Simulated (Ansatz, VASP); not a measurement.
**KMgF3: VASP beside Ansatz**

File INCAR:

```
SYSTEM = KMgF3
PREC = Accurate
ENCUT = 520
EDIFF = 1E-7
ISMEAR = 0
SIGMA = 0.05
LREAL = .False.
LASPH = .True.
NELM = 80
ALGO = Normal
ISIF = 2
LWAVE = .False.
LCHARG = .True.
GGA = PS
LELF = .True.
LVHAR = .True.
NBANDS = 24
```

The input KPOINTS:

```
Automatic mesh
0
Gamma
  6 6 6
  0 0 0
```

The input POSCAR:

```
KMgF3
1.0
    3.9859000000      0.0000000000      0.0000000000
    0.0000000000      3.9859000000      0.0000000000
    0.0000000000      0.0000000000      3.6670280000
K Mg F
1 1 3
Direct
    0.5000000000      0.5000000000      0.5000000000
    0.0000000000      0.0000000000      0.0000000000
    0.5000000000      0.0000000000      0.0000000000
    0.0000000000      0.5000000000      0.0000000000
    0.0000000000      0.0000000000      0.5000000000
```

Input for Ansatz:

```yaml
crystal:
  lattice:
    - [3.9859, 0.0, 0.0]
    - [0.0, 3.9859, 0.0]
    - [0.0, 0.0, 3.667028]
  atoms:
    - { symbol: K, position: [0.5, 0.5, 0.5] }
    - { symbol: Mg, position: [0.0, 0.0, 0.0] }
    - { symbol: F, position: [0.5, 0.0, 0.0] }
    - { symbol: F, position: [0.0, 0.5, 0.0] }
    - { symbol: F, position: [0.0, 0.0, 0.5] }
basis:
  ecutwfc: 420
kpoints:
  mp_grid: { grid: [6, 6, 6] }
hamiltonian:
  xc: pbesol
scf:
  occupations: { method: gaussian, width: 0.05 }
output:
  forces: true
  stress: true
  eigenvalues: true
```

Change from the starting cell: strain +0.000 along x and y, -0.080 along z, atoms carried along.

Alike in both runs: task single point; functional PBEsol; k mesh 6 × 6 × 6; occupations gaussian, width 0.05 eV; no spin polarisation.

|  | VASP | Ansatz |
| --- | --- | --- |
| version | VASP 6.6.1 | Ansatz 0.2.0 |
| potentials or method | VASP PAW PBE potentials, release 64 (K_sv, Mg, F), cutoff 520 eV | scalar-relativistic, plane waves, PAW |
| valence electrons in the cell | 32 | 40 |

```csv
,VASP,Ansatz,Ansatz less VASP
gap on the k mesh at the Fermi level (eV),7.72,7.75,+0.023
least direct gap on the mesh (eV),8.05,8.07,+0.019
pressure (GPa),8.5,8.8,+0.26
"traceless stress, the component that is largest in VASP (GPa)",9.09,9.00,-0.094
```

VASP's potentials were made for PBE, not for PBEsol. VASP's potentials hold 32 valence electrons a cell and Ansatz's 40, so a difference there can come from the potentials and not from the codes.
